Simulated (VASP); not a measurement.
PbS, 2 atoms in the cell. The structure is cubic, space group Fm-3m (No. 225). The conventional cell has a = 5.941 Å, b = 5.941 Å, c = 5.941 Å, α = 90.00°, β = 90.00°, γ = 90.00°. Within 3.9 Å of Pb (site symmetry m-3m) lie 6 S at 2.97 Å. Within 3.9 Å of S (site symmetry m-3m) lie 6 Pb at 2.97 Å. 

| Item | Value |
| --- | --- |
| Program | VASP 6.6.1 |
| Task | dielectric tensor |
| Functional | r2SCAN |
| Potentials or basis | VASP PAW PBE potentials, release 64 (Pb_d, S) |
| Cutoff | 520 eV |
| k mesh | 6 × 6 × 6 |
| Occupations | gaussian, width 0.01 eV |
| Spin | no spin polarisation |
| Dipole correction | no |
| Further INCAR settings | ALGO = Normal; EDIFF = 1e-08 |

Potentials or basis: VASP PAW PBE potentials, release 64 (Pb_d, S).

Run with:

```sh
$ cat potpaw_PBE.64/Pb_d/POTCAR potpaw_PBE.64/S/POTCAR > POTCAR
$ mpirun -np 1 vasp_std > vasp.out
```

Hardware: 1 thread of Intel(R) Xeon(R) Platinum 8559C (Emerald Rapids) (shared host).

How long does it take, and how much memory?

Wall time 36 min on 1 thread of Intel(R) Xeon(R) Platinum 8559C (Emerald Rapids), with other jobs on the host, peak memory 0.36 GiB. Counts: scf iterations 143, k points 16.
